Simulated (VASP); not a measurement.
# AlN (P6_3mc) in VASP: further runs, part 3 of 3

VASP 6.6.1. Earlier steps stand in the parts before.

### Step 5. Single point, PBEsol (volume scaled by 1.04)

Input file INCAR:

```
PREC = Accurate
ENCUT = 520
EDIFF = 1E-6
ISMEAR = -1
SIGMA = 0.03
LREAL = F
LASPH = T
NELM = 60
ALGO = Normal
ISIF = 2
LWAVE = F
LCHARG = F
GGA = PS
NBANDS = 16
```

Input file KPOINTS:

```
Automatic mesh
0
Gamma
  10 10 6
```

Input file POSCAR:

```
AlN
1.0
    3.1519410852      0.0000000000      0.0000000000
   -1.5759705426      2.7296610510      0.0000000000
    0.0000000000      0.0000000000      5.0435075122
Al N
2 2
Direct
    0.3333333333      0.6666666667      0.0000000000
    0.6666666667      0.3333333333      0.5000000000
    0.3333333333      0.6666666667      0.3850000000
    0.6666666667      0.3333333333      0.8850000000
```

Potentials or basis: VASP PAW PBE potentials, release 64 (Al, N).

On the command line:

```sh
> cat potpaw_PBE.64/Al/POTCAR potpaw_PBE.64/N/POTCAR > POTCAR
> mpirun -np 1 vasp_std > vasp.out
```

OUTCAR:

```text
PREC = Accurate
   ENCUT = 520
   EDIFF = 1E-6
   ISMEAR = -1
   LREAL = F
   LASPH = T
   NELM = 60
   ISIF = 2
   GGA = PS

 ion  position               nearest neighbor table
   1  0.333  0.667  0.000-   4 1.91   4 1.91   4 1.91   3 1.94   2 3.11   2 3.11   2 3.11   2 3.11
                             2 3.11   2 3.11
   2  0.667  0.333  0.500-   3 1.91   3 1.91   3 1.91   4 1.94   1 3.11   1 3.11   1 3.11   1 3.11
                             1 3.11   1 3.11
   3  0.333  0.667  0.385-   2 1.91   2 1.91   2 1.91   1 1.94
   4  0.667  0.333  0.885-   1 1.91   1 1.91   1 1.91   2 1.94

  LATTYP: Found a hexagonal cell.
 ALAT       =     3.1519410852
 C/A-ratio  =     1.6001274693

  Lattice vectors:

 A1 = (   3.1519410852,   0.0000000000,   0.0000000000)
 A2 = (  -1.5759705426,   2.7296610510,   0.0000000000)
 A3 = (   0.0000000000,   0.0000000000,   5.0435075122)

Analysis of symmetry for initial positions (statically):
=====================================================================
 Subroutine PRICEL returns:
 Original cell was already a primitive cell.

 Routine SETGRP: Setting up the symmetry group for a
 hexagonal supercell.

 Subroutine GETGRP returns: Found 12 space group operations
 (whereof  6 operations were pure point group operations)
 out of a pool of 24 trial point group operations.

The static configuration has the point symmetry C_3v.
 The point group associated with its full space group is C_6v.

Analysis of symmetry for dynamics (positions and initial velocities):
=====================================================================
 Subroutine PRICEL returns:
 Original cell was already a primitive cell.

 Routine SETGRP: Setting up the symmetry group for a
 hexagonal supercell.

 Subroutine GETGRP returns: Found 12 space group operations
 (whereof  6 operations were pure point group operations)
 out of a pool of 24 trial point group operations.

The dynamic configuration has the point symmetry C_3v.
 The point group associated with its full space group is C_6v.

 Subroutine INISYM returns: Found 12 space group operations
 (whereof  6 operations are pure point group operations),
 and found     1 'primitive' translations

----------------------------------------------------------------------------------------

                                     Primitive cell

  volume of cell :      43.3930

  direct lattice vectors                    reciprocal lattice vectors
     3.151941085  0.000000000  0.000000000     0.317264813  0.183172925  0.000000000
    -1.575970543  2.729661051  0.000000000     0.000000000  0.366345851  0.000000000
     0.000000000  0.000000000  5.043507512     0.000000000  0.000000000  0.198274712

  length of vectors
     3.151941085  3.151941085  5.043507512     0.366345851  0.366345851  0.198274712

  position of ions in fractional coordinates (direct lattice)
     0.333333333  0.666666667  0.000000000
     0.666666667  0.333333333  0.500000000
     0.333333333  0.666666667  0.385000000
     0.666666667  0.333333333  0.885000000

  ion indices of the primitive-cell ions
   primitive index   ion index
                 1           1
                 2           2
                 3           3
                 4           4

----------------------------------------------------------------------------------------

 KPOINTS: Automatic mesh

Automatic generation of k-mesh.
 Grid dimensions read from file:
 generate k-points for:   10   10    6

 Generating k-lattice:

  Cartesian coordinates                     Fractional coordinates (reciprocal lattice)
     0.031726481  0.018317293  0.000000000     0.100000000  0.000000000  0.000000000
     0.000000000  0.036634585  0.000000000     0.000000000  0.100000000  0.000000000
     0.000000000  0.000000000  0.033045785     0.000000000  0.000000000  0.166666667

  Length of vectors
     0.036634585  0.036634585  0.033045785

  Shift w.r.t. Gamma in fractional coordinates (k-lattice)
     0.000000000  0.000000000  0.000000000

 Subroutine IBZKPT returns following result:
 ===========================================

 Found     56 irreducible k-points:

 Following reciprocal coordinates:
            Coordinates               Weight
  0.000000  0.000000  0.000000      1.000000
  0.100000  0.000000  0.000000      6.000000
  0.200000  0.000000  0.000000      6.000000
  0.300000  0.000000  0.000000      6.000000
  0.400000 -0.000000  0.000000      6.000000
  0.500000  0.000000  0.000000      3.000000
[... 16 lines left out ...]
  0.300000  0.100000  0.166667     24.000000
  0.400000  0.100000  0.166667     24.000000
 [... further k-points ...]
   k-points           NKPTS =     56   k-points in BZ     NKDIM =     56   number of bands    NBANDS=     16
   number of dos      NEDOS =    301   number of ions     NIONS =      4
   total plane-waves  NPLWV =  23040
   dimension x,y,z NGX =    24 NGY =   24 NGZ =   40
   dimension x,y,z NGXF=    48 NGYF=   48 NGZF=   80
   ions per type =               2   2
   NGX,Y,Z   is equivalent  to a cutoff of  12.66, 12.66, 13.18 a.u.
   NGXF,Y,Z  is equivalent  to a cutoff of  25.32, 25.32, 26.37 a.u.
 SYSTEM =  unknown system
   PREC   = accura    normal or accurate (medium, high low for compatibility)
   ISTART =      0    job   : 0-new  1-cont  2-samecut
   ICHARG =      2    charge: 1-file 2-atom 10-const
   ISPIN  =      1    spin polarized calculation?
   LNONCOLLINEAR =      F non collinear calculations
   LSORBIT =      F    spin-orbit coupling
   LASPH  =      T    aspherical Exc in radial PAW
   ENCUT  =  520.0 eV  38.22 Ry    6.18 a.u.   5.86  5.86  9.38*2*pi/ulx,y,z
   NELM   =     60;   NELMIN=  2; NELMDL= -5     # of ELM steps
   EDIFF  = 0.1E-05   stopping-criterion for ELM
   LREAL  =      F    real-space projection
   EDIFFG = 0.1E-04   stopping-criterion for IOM
   NSW    =      0    number of steps for IOM
   IBRION =     -1    ionic relax: 0-MD 1-quasi-New 2-CG
   NFREE  =      0    steps in history (QN), initial steepest desc. (CG)
   ISIF   =      2    stress and relaxation
   ISYM   =      2    0-nonsym 1-usesym 2-fastsym
   POTIM  = 0.5000    time-step for ionic-motion
   TEBEG  =    0.0;   TEEND  =   0.0 temperature during run
   PSTRESS=    0.0 pullay stress
   NELECT =      16.0000    total number of electrons
   NUPDOWN=      -1.0000    fix difference up-down
   EMIN   =  10.00;   EMAX   =-10.00  energy-range for DOS
   EFERMI =   0.00;   METHOD = LEGACY
   ISMEAR =    -1;   SIGMA  =   0.03  broadening in eV -4-tet -1-fermi 0-gaus
   EFERMI_NEDOS =   21; number of points for ismear=-14 and -15
   IALGO  =     38    algorithm
   IMIX   =      4    mixing-type and parameters
     AMIX     =   0.40;   BMIX     =  1.00
     AMIX_MAG =   1.60;   BMIX_MAG =  1.00
  volume/ion in A,a.u.               =      10.85        73.21
  Fermi-wavevector in a.u.,A,eV,Ry     =   1.173929  2.218403 18.750301  1.378108
  Thomas-Fermi vector in A             =   2.310334
   LORBIT       =      0    0 simple, 1 ext, 2 COOP (PROOUT), +10 PAW based schemes
   GGA     = PS    functional components
   LHFCALC =     F    Hartree Fock is set to
   AEXX    =    0.0000 exact exchange contribution
   IVDW    =     0    specifies the selected vdW correction
   LEPSILON=     F    determine dielectric tensor
   LRPA    =     F    only Hartree local field effects (RPA)
 non-spin polarized calculation
  energy-cutoff  :      520.00
  volume of cell :       43.39
 maximum number of plane-waves:      1194
 NGX is ok and might be reduce to    24
   NGX = 11   NGY = 11   NGZ = 19

 number of electron      16.0000001 magnetization

 Free energy of the ion-electron system (eV)
  ---------------------------------------------------
  ext. energy  EPLUGINS =         0.00000000
  ---------------------------------------------------
  free energy    TOTEN  =       -31.27607264 eV

  energy without entropy =      -31.27607264  energy(sigma->0) =      -31.27607264

 E-fermi :   6.3260     XC(G=0): -10.9417

 val. band max:        5.7550573171   @ k =   0.0000   0.0000   0.0000
 cond. band min:       9.5067372526   @ k =   0.0000   0.0000   0.0000
 fundamental gap:      3.7516799355
 Fermi energy:         6.3260173317

 k-point     1 :       0.0000    0.0000    0.0000
  band No.  band energies     occupation
      1      -9.2386      2.00000
      2      -7.1725      2.00000
      3      -0.1613      2.00000
      4       4.8241      2.00000
      5       4.8241      2.00000
      6       5.4699      2.00000
[... 433 lines left out ...]
      3       0.3720      2.00000
      4       1.3523      2.00000
      5       2.7015      2.00000
      6       3.4296      2.00000
[... 8 lines left out ...]
     15      17.8602      0.00000
     16      20.0647      0.00000

 [... further k-points ...]
[... 5 lines left out ...]
  --------------------------------------------------------------------------------------
  -------------------------------------------------------------------------------------
  Total       -1.7702522     -1.7702522     -2.0518850      0.0000000      0.0000000     -0.0000000
  in kB      -65.3621381    -65.3621381    -75.7607243      0.0000000      0.0000000     -0.0000000
  external PRESSURE =     -68.8283335 kB  Pullay stress =       0.0000000 kB

 VOLUME and BASIS-vectors are now :
 -----------------------------------------------------------------------------
  energy-cutoff  :      520.00
  volume of cell :       43.39
      direct lattice vectors                 reciprocal lattice vectors
     3.151941085  0.000000000  0.000000000     0.317264813  0.183172925  0.000000000
    -1.575970543  2.729661051  0.000000000     0.000000000  0.366345851  0.000000000
     0.000000000  0.000000000  5.043507512     0.000000000  0.000000000  0.198274712

 POSITION                                       TOTAL-FORCE (eV/Angst)
 -----------------------------------------------------------------------------------
     -0.00000      1.81977      0.00000         0.000000      0.000000      0.175355
      1.57597      0.90989      2.52175        -0.000000     -0.000000      0.175355
     -0.00000      1.81977      1.94175        -0.000000     -0.000000     -0.175355
      1.57597      0.90989      4.46350         0.000000      0.000000     -0.175355
 -----------------------------------------------------------------------------------
    total drift:                               -0.000000      0.000000      0.000210

  FREE ENERGIE OF THE ION-ELECTRON SYSTEM (eV)
  ---------------------------------------------------
  free  energy   TOTEN  =       -31.2760726449 eV

  energy  without entropy=      -31.2760726449  energy(sigma->0) =      -31.27607264
```

OSZICAR:

```text
N       E                     dE             d eps       ncg     rms          rms(c)
DAV:   1     0.393775192578E+02    0.39378E+02   -0.72294E+03  1792   0.894E+02
DAV:   2    -0.319927989214E+02   -0.71370E+02   -0.65785E+02  2520   0.183E+02
DAV:   3    -0.355623640904E+02   -0.35696E+01   -0.35604E+01  2208   0.424E+01
DAV:   4    -0.355846982565E+02   -0.22334E-01   -0.22333E-01  2224   0.381E+00
DAV:   5    -0.355849933994E+02   -0.29514E-03   -0.29514E-03  2240   0.442E-01    0.114E+01
DAV:   6    -0.313232736783E+02    0.42617E+01   -0.95457E+00  2152   0.221E+01    0.409E+00
DAV:   7    -0.313135692021E+02    0.97045E-02   -0.57872E-01  1912   0.530E+00    0.284E+00
DAV:   8    -0.312808802088E+02    0.32689E-01   -0.75802E-02  2016   0.234E+00    0.652E-01
DAV:   9    -0.312757699372E+02    0.51103E-02   -0.12950E-02  2368   0.846E-01    0.259E-01
DAV:  10    -0.312761565422E+02   -0.38660E-03   -0.15189E-03  1928   0.254E-01    0.169E-01
DAV:  11    -0.312760742249E+02    0.82317E-04   -0.12692E-04  2136   0.822E-02    0.362E-02
DAV:  12    -0.312760732083E+02    0.10166E-05   -0.52948E-06  2056   0.197E-02    0.659E-03
DAV:  13    -0.312760726449E+02    0.56336E-06   -0.26158E-06  2024   0.120E-02
   1 F= -.31276073E+02 E0= -.31276073E+02  d E =-.213661E-10
```

stdout:

```text
POSCAR found type information on POSCAR AlN
 POSCAR found :  2 types and       4 ions
 scaLAPACK will be used
 -----------------------------------------------------------------------------
|                                                                             |
|                                                                             |
|     You enforced a specific xc type in the INCAR file but a different       |
|     I HOPE YOU KNOW WHAT YOU ARE DOING!                                     |
|                                                                             |
 -----------------------------------------------------------------------------

 LDA part: xc-table for (Slater+PW92), standard interpolation
 POSCAR, INCAR and KPOINTS ok, starting setup
 FFT: planning ... GRIDC
 FFT: planning ... GRID_SOFT
 FFT: planning ... GRID
 WAVECAR not read
 entering main loop
```

Run time: 24 s. Hardware: 1 thread of Intel Xeon Platinum 8259CL at 2.50GHz (Skylake/Cascade Lake), shared host; peak memory 0.17 GiB.

Results:

```yaml
Free_energy: -31.2761 eV
Pressure: -6.9 GPa
Largest_force: 0.175 eV/Å
Band_gap_on_the_k_mesh: 3.75 eV, direct
```

Forces on the atoms (eV/Å):
```
Al   0.000  0.000  0.175
Al   0.000  0.000  0.175
N    0.000  0.000 -0.175
N    0.000  0.000 -0.175
```

Stress tensor (GPa, compression positive):
```
-6.54  0.00  0.00
 0.00 -6.54  0.00
 0.00  0.00 -7.58
```

Caveat: the PAW data sets were made with another functional, which shifts forces and pressure a little.

### Step 6. Single point, PBEsol (equal xx and yy strain of -2 %)

Input file INCAR:

```
  ALGO = Normal
  EDIFF = 1E-6
  ENCUT = 520
  GGA = PS
  ISIF = 2
  ISMEAR = -1
  LASPH = True
  LCHARG = False
  LREAL = False
  LWAVE = False
  NBANDS = 16
  NELM = 100
  PREC = Accurate
  SIGMA = 0.03
```

Input file KPOINTS:

```
k-points
0
Gamma
  10 10 6
```

Input file POSCAR:

```
AlN
1.0
    3.0487821086      0.0000000000      0.0000000000
   -1.5243910543      2.6403227566      0.0000000000
    0.0000000000      0.0000000000      4.9780000000
Al N
2 2
Direct
    0.3333333333      0.6666666667      0.0000000000
    0.6666666667      0.3333333333      0.5000000000
    0.3333333333      0.6666666667      0.3850000000
    0.6666666667      0.3333333333      0.8850000000
```

Potentials or basis: VASP PAW PBE potentials, release 64 (Al, N).

On the command line:

```sh
> cat potpaw_PBE.64/Al/POTCAR potpaw_PBE.64/N/POTCAR > POTCAR
> mpirun -np 1 vasp_std > vasp.out
```

Run time: 12 s. Hardware: 1 thread of AMD EPYC 9R45 (Zen 5), shared host; peak memory 0.14 GiB.

It converged, with:

```
Free energy            : -31.2329 eV
Pressure               : 9.9 GPa
Largest force          : 0.443 eV/Å
Band gap on the k mesh : 4.50 eV, direct
```

Forces in eV/Å, atoms in the order of the input:
```
Al   0.000  0.000  0.443
Al   0.000  0.000  0.443
N    0.000  0.000 -0.443
N    0.000  0.000 -0.443
```

Stress tensor (GPa, compression positive):
```
13.90  0.00  0.00
 0.00 13.90  0.00
 0.00  0.00  2.02
```

Levels at points of the mesh, in eV from the valence-band top:
| k point | band 4 | band 5 | band 6 | band 7 | band 8 | band 9 | band 10 | band 11 | band 12 | band 13 |
| --- | --- | --- | --- | --- | --- | --- | --- | --- | --- | --- |
| (0.00, 0.00, 0.00) | -0.81 | -0.81 | -0.20 | -0.20 | 0.00 | 4.50 | 7.17 | 10.81 | 11.55 | 11.55 |
| (0.50, 0.00, 0.00) | -4.36 | -3.43 | -2.08 | -1.82 | -0.72 | 5.69 | 5.96 | 8.46 | 10.43 | 11.15 |
| (0.00, 0.00, 0.50) | -3.47 | -0.52 | -0.52 | -0.52 | -0.52 | 6.87 | 6.87 | 10.50 | 10.50 | 11.87 |
| (0.50, 0.00, 0.50) | -5.79 | -1.47 | -1.47 | -1.43 | -1.43 | 5.29 | 5.29 | 9.35 | 9.35 | 12.16 |

Caveat: the cell differs from its parent crystal (equal xx and yy strain of -2 %); the PAW data sets were made with another functional, which shifts forces and pressure a little.

### Step 7. Summary

```csv
cell,gap on the mesh (eV),pressure (GPa),largest force (eV/Å)
"a = 3.047, b = 3.047, c = 4.876 Å, angles 90.0, 90.0, 120.0°, 4 atoms",4.64,14.8,0.18
"a = 3.090, b = 3.090, c = 4.945 Å, angles 90.0, 90.0, 120.0°, 4 atoms",4.27,4.8,0.18
"a = 3.121, b = 3.121, c = 4.995 Å, angles 90.0, 90.0, 120.0°, 4 atoms",4.00,-1.5,0.18
"a = 3.152, b = 3.152, c = 5.044 Å, angles 90.0, 90.0, 120.0°, 4 atoms",3.75,-6.9,0.18
"a = 3.049, b = 3.049, c = 4.978 Å, angles 90.0, 90.0, 120.0°, 4 atoms",4.50,9.9,0.44
```

Alike in all rows: task single point; level PBEsol; potentials or basis VASP PAW PBE potentials, release 64 (Al, N); no spin polarisation; k mesh 10 × 10 × 6; cutoff (eV) 520; smearing fermi-dirac 0.03 eV.

Caveats: the PAW data sets were made with another functional, which shifts forces and pressure a little.

Total energies depend on the potentials used, so only differences within one code and one set of settings carry meaning.
